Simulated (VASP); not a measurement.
# Ni (P6_3/mmc) in VASP: single point with LDA

Aim: the single point of Ni with LDA.

Everything below comes from runs of VASP 6.6.1. Logs are shortened: lines on timing, memory, paths and dates and some standing lists are left out, and cuts for length are marked.

## (1) The cell of the first run

Symmetry: P6_3/mmc, No. 194, hexagonal system. Conventional cell: a = 2.056 Å, b = 2.056 Å, c = 3.376 Å, α = 90.00°, β = 90.00°, γ = 120.00°. Ni (site symmetry -6m2) has 12 Ni at 2.06 Å within 2.7 Å.

This isn't the form of Ni at room conditions, which is fcc.

## (2) Single point, LDA, collinear spin, ferromagnetic start

Contents of INCAR:

```
SYSTEM = Ni
  PREC = Accurate
  ENCUT = 520
  EDIFF = 1E-6
  ISMEAR = -1
  SIGMA = 0.05
  LREAL = .FALSE.
  LASPH = .TRUE.
  NELM = 150
  ALGO = Normal
  ISIF = 2
  LWAVE = .FALSE.
  LCHARG = .TRUE.
  ISPIN = 2
  MAGMOM = 1 1
  LORBIT = 11
  LMAXMIX = 4
  GGA = CA
  LELF = .TRUE.
  LVHAR = .TRUE.
  NBANDS = 21
```

Contents of KPOINTS:

```
Automatic mesh
0
G
  21 21 12
  0 0 0
```

Contents of POSCAR:

```
Ni
1.0
    2.0556601459      0.0000000000      0.0000000000
   -1.0278300730      1.7802539079      0.0000000000
    0.0000000000      0.0000000000      3.3762944194
Ni
2
Direct
    0.3333333333      0.6666666667      0.2500000000
    0.6666666667      0.3333333333      0.7500000000
```

Potentials or basis: VASP PAW LDA potentials, release 64 (Ni).

On the command line:

```bash
$ cat potpaw_LDA.64/Ni/POTCAR > POTCAR
$ mpirun -np 1 vasp_std > vasp.out
```

OUTCAR:

```text
SYSTEM = Ni
   PREC = Accurate
   ENCUT = 520
   EDIFF = 1E-6
   ISMEAR = -1
   LREAL = .FALSE.
   LASPH = .TRUE.
   NELM = 150
   ISIF = 2
   ISPIN = 2
   LORBIT = 11
   GGA = CA

 ion  position               nearest neighbor table
   1  0.333  0.667  0.250-   2 2.06   2 2.06   2 2.06   2 2.06   2 2.06   2 2.06   2 2.91   2 2.91
                             2 2.91   2 2.91   2 2.91   2 2.91
   2  0.667  0.333  0.750-   1 2.06   1 2.06   1 2.06   1 2.06   1 2.06   1 2.06   1 2.91   1 2.91
                             1 2.91   1 2.91   1 2.91   1 2.91

  LATTYP: Found a hexagonal cell.
 ALAT       =     2.0556601459
 C/A-ratio  =     1.6424380393

  Lattice vectors:

 A1 = (   2.0556601459,   0.0000000000,   0.0000000000)
 A2 = (  -1.0278300730,   1.7802539079,   0.0000000000)
 A3 = (   0.0000000000,   0.0000000000,   3.3762944194)

Analysis of symmetry for initial positions (statically):
=====================================================================
 Subroutine PRICEL returns:
 Original cell was already a primitive cell.

 Routine SETGRP: Setting up the symmetry group for a
 hexagonal supercell.

 Subroutine GETGRP returns: Found 24 space group operations
 (whereof 12 operations were pure point group operations)
 out of a pool of 24 trial point group operations.

The static configuration has the point symmetry D_3d.
 The point group associated with its full space group is D_6h.

Analysis of symmetry for dynamics (positions and initial velocities):
=====================================================================
 Subroutine PRICEL returns:
 Original cell was already a primitive cell.

 Routine SETGRP: Setting up the symmetry group for a
 hexagonal supercell.

 Subroutine GETGRP returns: Found 24 space group operations
 (whereof 12 operations were pure point group operations)
 out of a pool of 24 trial point group operations.

The dynamic configuration has the point symmetry D_3d.
 The point group associated with its full space group is D_6h.

Analysis of structural, dynamic, and magnetic symmetry:
=====================================================================
 Subroutine PRICEL returns:
 Original cell was already a primitive cell.

 Routine SETGRP: Setting up the symmetry group for a
 hexagonal supercell.

 Subroutine GETGRP returns: Found 24 space group operations
 (whereof 12 operations were pure point group operations)
 out of a pool of 24 trial point group operations.

The overall configuration has the point symmetry D_3d.
 The point group associated with its full space group is D_6h.

 Subroutine INISYM returns: Found 24 space group operations
 (whereof 12 operations are pure point group operations),
 and found     1 'primitive' translations

----------------------------------------------------------------------------------------

                                     Primitive cell

  volume of cell :      12.3559

  direct lattice vectors                    reciprocal lattice vectors
     2.055660146  0.000000000  0.000000000     0.486461734  0.280858813  0.000000000
    -1.027830073  1.780253908  0.000000000     0.000000000  0.561717627  0.000000000
     0.000000000  0.000000000  3.376294419     0.000000000  0.000000000  0.296182701

  length of vectors
     2.055660146  2.055660146  3.376294419     0.561717627  0.561717627  0.296182701

  position of ions in fractional coordinates (direct lattice)
     0.333333333  0.666666667  0.250000000
     0.666666667  0.333333333  0.750000000

  ion indices of the primitive-cell ions
   primitive index   ion index
                 1           1
                 2           2

----------------------------------------------------------------------------------------

 KPOINTS: Automatic mesh

Automatic generation of k-mesh.
 Grid dimensions read from file:
 generate k-points for:   21   21   12

 Generating k-lattice:

  Cartesian coordinates                     Fractional coordinates (reciprocal lattice)
     0.023164844  0.013374229  0.000000000     0.047619048  0.000000000  0.000000000
     0.000000000  0.026748458  0.000000000     0.000000000  0.047619048  0.000000000
     0.000000000  0.000000000  0.024681892     0.000000000  0.000000000  0.083333333

  Length of vectors
     0.026748458  0.026748458  0.024681892

  Shift w.r.t. Gamma in fractional coordinates (k-lattice)
     0.000000000  0.000000000  0.000000000

 Subroutine IBZKPT returns following result:
 ===========================================

 Found    336 irreducible k-points:

 Following reciprocal coordinates:
            Coordinates               Weight
  0.000000  0.000000  0.000000      1.000000
  0.047619  0.000000  0.000000      6.000000
  0.095238  0.000000  0.000000      6.000000
  0.142857  0.000000  0.000000      6.000000
  0.190476  0.000000  0.000000      6.000000
  0.238095  0.000000  0.000000      6.000000
[... 16 lines left out ...]
  0.142857  0.095238  0.000000     12.000000
  0.190476  0.095238  0.000000     12.000000
 [... further k-points ...]
   k-points           NKPTS =    336   k-points in BZ     NKDIM =    336   number of bands    NBANDS=     21
   number of dos      NEDOS =    301   number of ions     NIONS =      2
   total plane-waves  NPLWV =   7168
   dimension x,y,z NGX =    16 NGY =   16 NGZ =   28
   dimension x,y,z NGXF=    32 NGYF=   32 NGZF=   56
   ions per type =               2
   NGX,Y,Z   is equivalent  to a cutoff of  12.94, 12.94, 13.79 a.u.
   NGXF,Y,Z  is equivalent  to a cutoff of  25.88, 25.88, 27.57 a.u.
 SYSTEM =  Ni
   PREC   = accura    normal or accurate (medium, high low for compatibility)
   ISTART =      0    job   : 0-new  1-cont  2-samecut
   ICHARG =      2    charge: 1-file 2-atom 10-const
   ISPIN  =      2    spin polarized calculation?
   LNONCOLLINEAR =      F non collinear calculations
   LSORBIT =      F    spin-orbit coupling
   LASPH  =      T    aspherical Exc in radial PAW
   ENCUT  =  520.0 eV  38.22 Ry    6.18 a.u.   3.82  3.82  6.28*2*pi/ulx,y,z
   NELM   =    150;   NELMIN=  2; NELMDL= -5     # of ELM steps
   EDIFF  = 0.1E-05   stopping-criterion for ELM
   LREAL  =      F    real-space projection
   EDIFFG = 0.1E-04   stopping-criterion for IOM
   NSW    =      0    number of steps for IOM
   IBRION =     -1    ionic relax: 0-MD 1-quasi-New 2-CG
   NFREE  =      0    steps in history (QN), initial steepest desc. (CG)
   ISIF   =      2    stress and relaxation
   ISYM   =      2    0-nonsym 1-usesym 2-fastsym
   POTIM  = 0.5000    time-step for ionic-motion
   TEBEG  =    0.0;   TEEND  =   0.0 temperature during run
   PSTRESS=    0.0 pullay stress
   NELECT =      20.0000    total number of electrons
   NUPDOWN=      -1.0000    fix difference up-down
   EMIN   =  10.00;   EMAX   =-10.00  energy-range for DOS
   EFERMI =   0.00;   METHOD = LEGACY
   ISMEAR =    -1;   SIGMA  =   0.05  broadening in eV -4-tet -1-fermi 0-gaus
   EFERMI_NEDOS =   21; number of points for ismear=-14 and -15
   IALGO  =     38    algorithm
   IMIX   =      4    mixing-type and parameters
     AMIX     =   0.40;   BMIX     =  1.00
     AMIX_MAG =   1.60;   BMIX_MAG =  1.00
  volume/ion in A,a.u.               =       6.18        41.69
  Fermi-wavevector in a.u.,A,eV,Ry     =   1.922178  3.632390 50.270382  3.694769
  Thomas-Fermi vector in A             =   2.956315
   LORBIT       =     11    0 simple, 1 ext, 2 COOP (PROOUT), +10 PAW based schemes
   GGA     = CA    functional components
   LHFCALC =     F    Hartree Fock is set to
   AEXX    =    0.0000 exact exchange contribution
   IVDW    =     0    specifies the selected vdW correction
   LEPSILON=     F    determine dielectric tensor
   LRPA    =     F    only Hartree local field effects (RPA)
 spin polarized calculation
  energy-cutoff  :      520.00
  volume of cell :       12.36
 maximum number of plane-waves:       343
 NGX is ok and might be reduce to    16
   NGX =  7   NGY =  7   NGZ = 13

 number of electron      20.0000015 magnetization       0.8223657

 Free energy of the ion-electron system (eV)
  ---------------------------------------------------
  ext. energy  EPLUGINS =         0.00000000
  ---------------------------------------------------
  free energy    TOTEN  =        -7.15055727 eV

  energy without entropy =       -7.12794417  energy(sigma->0) =       -7.13925072

 E-fermi :  20.2027     XC(G=0): -17.3000

 val. band max:       20.2018955236   @ k =   0.2381   0.1905   0.0000
 cond. band min:      20.2030350532   @ k =   0.4762   0.0000   0.0000
 fundamental gap:      0.0011395297
 Fermi energy:        20.2027009685

 spin component 1

 k-point     1 :       0.0000    0.0000    0.0000
  band No.  band energies     occupation
      1       6.6424      1.00000
      2      10.9319      1.00000
      3      15.5418      1.00000
      4      15.7155      1.00000
      5      15.7155      1.00000
      6      16.3965      1.00000
[... 13 lines left out ...]
     20      57.4852      0.00000
     21      60.0378      0.00000

 k-point     2 :       0.0476    0.0000    0.0000
  band No.  band energies     occupation
      1       6.7674      1.00000
      2      11.0206      1.00000
      3      15.3711      1.00000
      4      15.7953      1.00000
      5      15.8571      1.00000
      6      16.3499      1.00000
[... 13 lines left out ...]
     20      59.2701      0.00000
     21      59.5149      0.00000

 k-point     3 :       0.0952    0.0000    0.0000
  band No.  band energies     occupation
      1       7.1353      1.00000
      2      11.2716      1.00000
      3      15.0788      1.00000
      4      16.0308      1.00000
      5      16.0431      1.00000
      6      16.2597      1.00000
[... 13 lines left out ...]
     20      59.9257      0.00000
     21      61.4673      0.00000
[... 457 lines left out ...]
 k-point    23 :       0.1429    0.0952    0.0000
  band No.  band energies     occupation
      1       8.8159      1.00000
      2      12.2110      1.00000
      3      14.1648      1.00000
      4      14.4481      1.00000
      5      15.7894      1.00000
      6      16.2205      1.00000
[... 13 lines left out ...]
     20      58.1991      0.00000
     21      60.3833      0.00000

 k-point    24 :       0.1905    0.0952    0.0000
  band No.  band energies     occupation
      1       9.6769      1.00000
      2      12.4489      1.00000
      3      13.7199      1.00000
      4      13.9325      1.00000
      5      15.6986      1.00000
      6      15.9421      1.00000
[... 13 lines left out ...]
     20      58.4934      0.00000
     21      58.8252      0.00000

 [... further k-points ...]

 spin component 2

 k-point     1 :       0.0000    0.0000    0.0000
  band No.  band energies     occupation
      1       6.7125      1.00000
      2      11.1903      1.00000
      3      15.9495      1.00000
      4      16.1154      1.00000
      5      16.1154      1.00000
      6      16.8126      1.00000
[... 13 lines left out ...]
     20      57.6283      0.00000
     21      60.1033      0.00000

 k-point     2 :       0.0476    0.0000    0.0000
  band No.  band energies     occupation
      1       6.8378      1.00000
      2      11.2805      1.00000
      3      15.7694      1.00000
      4      16.1963      1.00000
      5      16.2646      1.00000
      6      16.7642      1.00000
[... 13 lines left out ...]
     20      59.4099      0.00000
     21      59.6503      0.00000

 k-point     3 :       0.0952    0.0000    0.0000
  band No.  band energies     occupation
      1       7.2066      1.00000
      2      11.5360      1.00000
      3      15.4665      1.00000
      4      16.4350      1.00000
      5      16.4544      1.00000
      6      16.6707      1.00000
[... 13 lines left out ...]
     20      60.0037      0.00000
     21      61.6044      0.00000
[... 457 lines left out ...]
 k-point    23 :       0.1429    0.0952    0.0000
  band No.  band energies     occupation
      1       8.8948      1.00000
      2      12.4979      1.00000
      3      14.5214      1.00000
      4      14.7158      1.00000
      5      16.1795      1.00000
      6      16.6026      1.00000
[... 13 lines left out ...]
     20      58.2953      0.00000
     21      60.5831      0.00000

 k-point    24 :       0.1905    0.0952    0.0000
  band No.  band energies     occupation
      1       9.7654      1.00000
      2      12.7492      1.00000
      3      13.9895      1.00000
      4      14.2719      1.00000
      5      16.0815      1.00000
      6      16.3166      1.00000
[... 13 lines left out ...]
     20      58.5819      0.00000
     21      59.0221      0.00000

 [... further k-points ...]
[... 5 lines left out ...]
  --------------------------------------------------------------------------------------
  -------------------------------------------------------------------------------------
  Total       30.2300461     30.2300461     30.2806019     -0.0000000      0.0000000      0.0000000
  in kB     3919.9074829   3919.9074829   3926.4630224     -0.0000001      0.0000000      0.0000000
  external PRESSURE =    3922.0926627 kB  Pullay stress =       0.0000000 kB

 VOLUME and BASIS-vectors are now :
 -----------------------------------------------------------------------------
  energy-cutoff  :      520.00
  volume of cell :       12.36
      direct lattice vectors                 reciprocal lattice vectors
     2.055660146  0.000000000  0.000000000     0.486461734  0.280858813  0.000000000
    -1.027830073  1.780253908  0.000000000     0.000000000  0.561717627  0.000000000
     0.000000000  0.000000000  3.376294419     0.000000000  0.000000000  0.296182701

 POSITION                                       TOTAL-FORCE (eV/Angst)
 -----------------------------------------------------------------------------------
     -0.00000      1.18684      0.84407         0.000000     -0.000000      0.000000
      1.02783      0.59342      2.53222        -0.000000      0.000000      0.000000
 -----------------------------------------------------------------------------------
    total drift:                               -0.000000      0.000000     -0.000000

  FREE ENERGIE OF THE ION-ELECTRON SYSTEM (eV)
  ---------------------------------------------------
  free  energy   TOTEN  =        -7.1505572733 eV

  energy  without entropy=       -7.1279441717  energy(sigma->0) =       -7.13925072

 total charge

# of ion       s       p       d       tot
------------------------------------------
    1        0.845   1.267   8.981  11.093
    2        0.845   1.267   8.981  11.093
--------------------------------------------------
tot          1.691   2.534  17.962  22.186

 magnetization (x)

# of ion       s       p       d       tot
------------------------------------------
    1       -0.003  -0.015   0.408   0.390
    2       -0.003  -0.015   0.408   0.390
--------------------------------------------------
tot         -0.006  -0.029   0.815   0.780
```

Run time: 60 s. Hardware: 1 thread of Intel Xeon 6975P-C (Granite Rapids), shared host; peak memory 0.21 GiB.

Results:

```yaml
Free_energy: -7.1506 eV
Pressure: 392.2 GPa
Net_moment: 0.82 μB per cell
Site_moments: Ni +0.39 μB
```

Caveat: the cell stands under pressure.
